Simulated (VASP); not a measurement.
## MgO (rocksalt type): single point with PBE

Crystal: MgO (rocksalt type).

```
Mg O
1.0
     0.00000    1.81365    1.81365
     1.81365    0.00000    1.81365
     1.81365    1.81365    0.00000
Mg O
1 1
Direct
  0.00000 0.00000 0.00000
  0.50000 0.50000 0.50000
```

This cell differs from its parent crystal: volume scaled by 0.62, to set the pressure.

```
Program                : VASP 6.6.1
Task                   : single point
Functional             : PBE
Potentials or basis    : VASP PAW PBE potentials, release 64 (Mg, O)
Cutoff                 : 520 eV
k mesh                 : 18 × 18 × 18
Occupations            : fermi-dirac, width 0.08 eV
Spin                   : no spin polarisation
Dipole correction      : no
Further INCAR settings : ALGO = Normal; EDIFF = 1e-06; NBANDS = 11
```

```yaml
Pressure: 193.6 GPa
Band_gap_on_the_k_mesh: 9.17 eV, indirect (least direct gap 10.48 eV)
```

Levels at points of the mesh, in eV from the valence-band top:
```
           k point  band 2  band 3  band 4  band 5  band 6  band 7
(0.00, 0.00, 0.00)    0.00    0.00    0.00   10.48   18.19   18.19
(0.50, 0.00, 0.00)   -7.04   -1.39   -1.39   11.11   18.17   21.43
(0.50, 0.50, 0.00)   -6.21   -2.06   -2.06    9.17   15.90   18.70
```

Wall time 14 s on 1 thread of Intel Xeon 6975P-C, with other jobs on the host, peak memory 0.15 GiB.

Caveat: the cell differs from its parent crystal (volume scaled by 0.62, to set the pressure). A k mesh can miss the band edges.
